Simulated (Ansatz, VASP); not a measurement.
# Two plane-wave programs on BN

```xyz
2
Lattice="0.0000 1.8044 1.8044 1.8044 0.0000 1.8044 1.8044 1.8044 0.0000" Properties=species:S:1:pos:R:3 pbc="T T T"
B     0.0000    0.0000    0.0000
N     0.9022    0.9022    0.9022
```

Alike in both runs: task single point; functional r2SCAN; k mesh 10 × 10 × 10; no spin polarisation.

|  | VASP | Ansatz |
| --- | --- | --- |
| version | VASP 6.6.1 | Ansatz 0.2.0 |
| potentials or method | VASP PAW PBE potentials, release 64 (B_h, N_h), cutoff 1460 eV | scalar-relativistic, plane waves, PAW |
| occupations | gaussian, width 0.01 eV | fixed |
| valence electrons in the cell | 8 | 8 |

VASP gave:

```
gap on the k mesh at the Fermi level (eV) : 5.00
least direct gap on the mesh (eV)         : 9.58
pressure (GPa)                            : -0.2
```

Q: Which values does Ansatz return?

A: gap on the k mesh at the Fermi level (eV): 4.99; least direct gap on the mesh (eV): 9.58; pressure (GPa): 0.0.

VASP's potentials were made for PBE, not for r2SCAN.
